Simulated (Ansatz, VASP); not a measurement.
# YAl3N4 in VASP and in Ansatz

```
Y Al N
1.0
    -3.27360    0.00000    0.00000
     0.00000    5.73608    0.02225
     1.63680   -2.88838   -5.19855
Y Al N
1 3 4
Direct
  0.00489 0.33080 0.00978
  0.50166 0.83952 0.00331
  0.75578 0.41826 0.51156
  0.24071 0.91627 0.48143
  0.79248 0.12128 0.58497
  0.30720 0.64711 0.61440
  0.57683 0.20922 0.15366
  0.05645 0.75354 0.11289
```

Alike in both runs: functional PBEsol; k mesh 10 × 6 × 10; occupations gaussian, width 0.02 eV; no spin polarisation.

Ansatz relaxed the structure, and its values are those at the end. VASP's run is a single point on that final structure, the one shown.

|  | VASP | Ansatz |
| --- | --- | --- |
| version | VASP 6.6.1 | Ansatz 0.2.0 |
| potentials or method | VASP PAW PBE potentials, release 64 (Y_sv, Al, N), cutoff 600 eV | scalar-relativistic, plane waves, PAW |
| valence electrons in the cell | 40 | 40 |

VASP gave:

```
gap on the k mesh at the Fermi level (eV) : 2.40
least direct gap on the mesh (eV)         : 2.99
pressure (GPa)                            : -0.2
rms of the force components (eV/Å)        : 0.007
```

Question: Which values does Ansatz return?

Answer: gap on the k mesh at the Fermi level (eV): 2.40; least direct gap on the mesh (eV): 2.98; pressure (GPa): 0.0; rms of the force components (eV/Å): 0.000.

VASP's potentials were made for PBE, not for PBEsol, and Ansatz warns of the same on its side.
